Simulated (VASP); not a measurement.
Here is a VASP 6.6.1 calculation.

Contents of INCAR:

```
SYSTEM = C
PREC     = Accurate       ! precision mode
ENCUT    = 520            ! plane-wave cutoff, eV
EDIFF    = 1E-8           ! SCF threshold, eV
ISMEAR   = -1             ! smearing method
SIGMA    = 0.08           ! smearing width, eV
LREAL    = .FALSE.        ! projectors in reciprocal space
LASPH    = .TRUE.         ! aspherical terms in the spheres
NELM     = 80             ! most SCF steps
ALGO     = Normal         ! electronic algorithm
ISIF     = 2              ! what is computed and relaxed
LWAVE    = .FALSE.        ! write WAVECAR
LCHARG   = .FALSE.        ! write CHGCAR
LEFG     = .TRUE.       
NBANDS   = 11             ! bands
```

Contents of KPOINTS:

```
regular mesh
0
G
  20 20 20
  0 0 0
```

The input POSCAR:

```
C
1.0
    0.0000000000      1.8126412627      1.8126412627
    1.8126412627      0.0000000000      1.8126412627
    1.8126412627      1.8126412627      0.0000000000
C
2
Direct
    0.5000000000      0.5000000000      0.5000000000
    0.7500000000      0.7500000000      0.7500000000
```

Potentials or basis: VASP PAW LDA potentials, release 64 (C).

Run with:

```console
$ cat potpaw_LDA.64/C/POTCAR > POTCAR
$ mpirun -np 1 vasp_std > vasp.out
```

(1) Estimate the pressure.

(2) What does it give for the band gap on the k mesh?

Results:

(1) -30.5 GPa.

(2) 3.98 eV (least direct gap 5.41 eV).

Caveat: the cell stands under tension.
